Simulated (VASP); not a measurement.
Wanted: the native input for a VASP 6.6.1 run.

```
Task                   : single point
Functional             : PBE
Potentials or basis    : VASP PAW PBE potentials, release 64 (Si, O)
Cutoff                 : 520 eV
k mesh                 : 6 × 6 × 8
Occupations            : gaussian, width 0.05 eV
Spin                   : no spin polarisation
Dipole correction      : no
Further INCAR settings : ALGO = Normal; EDIFF = 1e-07; NBANDS = 25
```

The structure of SiO2 lies in POSCAR:

```
SiO2
1.0
    4.2358788266      0.0000000000      0.0000000000
    0.0000000000      4.0380632854      0.0000000000
    0.0000000000      0.0000000000      2.6897743046
Si O
2 4
Direct
    0.5000000000      0.5000000000      0.5000000000
    0.0000000000      0.0000000000      0.0000000000
    0.6557534092      0.7302721762      0.0000000000
    0.1557534092      0.7697278238      0.5000000000
    0.3442465908      0.2697278238      0.0000000000
    0.8442465908      0.2302721762      0.5000000000
```

This cell differs from its parent crystal: atoms displaced along a vibrational mode, the cell strained.

The input as run:

INCAR

```
ALGO     = Normal         # electronic algorithm
EDIFF    = 1E-7           # SCF threshold, eV
ENCUT    = 520            # plane-wave cutoff, eV
GGA      = PE             # functional
ISIF     = 2              # what is computed and relaxed
ISMEAR   = 0              # smearing method
LASPH    = True           # aspherical terms in the spheres
LCHARG   = True           # write CHGCAR
LELF     = True           # ELF
LREAL    = False          # projectors in reciprocal space
LVHAR    = True         
LWAVE    = False          # write WAVECAR
NBANDS   = 25             # bands
NELM     = 60             # most SCF steps
PREC     = Accurate       # precision mode
SIGMA    = 0.05           # smearing width, eV
```

KPOINTS

```
k-points
0
Gamma
  6 6 8
```

Potentials or basis: VASP PAW PBE potentials, release 64 (Si, O).

Launch:

```sh
$ cat potpaw_PBE.64/Si/POTCAR potpaw_PBE.64/O/POTCAR > POTCAR
$ mpirun -np 1 vasp_std > vasp.out
```

Results of the run:

| Quantity | Value |
| --- | --- |
| Pressure | 11.0 GPa |
| Largest force | 0.848 eV/Å |
| Band gap on the k mesh | 6.09 eV (least direct gap 6.12 eV) |

Caveat: the cell differs from its parent crystal (atoms displaced along a vibrational mode, the cell strained); the stress differs along the axes, from 4 to 15 GPa.

It took 27 s on 1 thread of Intel(R) Xeon(R) Platinum 8559C (Emerald Rapids) (shared host), peak memory 0.19 GiB.
